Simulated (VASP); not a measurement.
Wanted: the native input for a VASP 6.6.1 run.

```
Task                   : single point
Functional             : PBE
Potentials or basis    : VASP PAW PBE potentials, release 64 (Cs_sv, Au)
Cutoff                 : 520 eV
k mesh                 : 10 × 10 × 10
Occupations            : gaussian, width 0.1 eV
Spin                   : no spin polarisation
Dipole correction      : no
Further INCAR settings : ALGO = Fast; EDIFF = 1e-06; NBANDS = 22
```

The structure of Cs2Au lies in POSCAR:

```
Cs2Au
1.0
    0.0000000000      4.3493531579      4.3493531579
    4.3493531579      0.0000000000      4.3493531579
    4.3493531579      4.3493531579      0.0000000000
Cs Au
2 1
Direct
    0.0000000000      0.0000000000      0.0000000000
    0.7500000000      0.7500000000      0.7500000000
    0.2500000000      0.2500000000      0.2500000000
```

The input as run:

INCAR

```
SYSTEM = Cs2Au
  PREC = Accurate
  ENCUT = 520
  EDIFF = 1E-6
  ISMEAR = 0
  SIGMA = 0.1
  LREAL = .FALSE.
  LASPH = .TRUE.
  NELM = 100
  ALGO = Fast
  ISIF = 2
  LWAVE = .FALSE.
  LCHARG = .FALSE.
  GGA = PE
  NBANDS = 22
```

KPOINTS

```
Automatic mesh
0
G
  10 10 10
  0 0 0
```

Potentials or basis: VASP PAW PBE potentials, release 64 (Cs_sv, Au).

The run is started by

```console
$ cat potpaw_PBE.64/Cs_sv/POTCAR potpaw_PBE.64/Au/POTCAR > POTCAR
$ mpirun -np 1 vasp_std > vasp.out
```

Results of the run:

* Pressure: 0.0 GPa

Run time: 2.8 min on 1 thread of Intel(R) Xeon(R) Platinum 8488C (Sapphire Rapids), with other jobs on the host, peak memory 0.41 GiB.
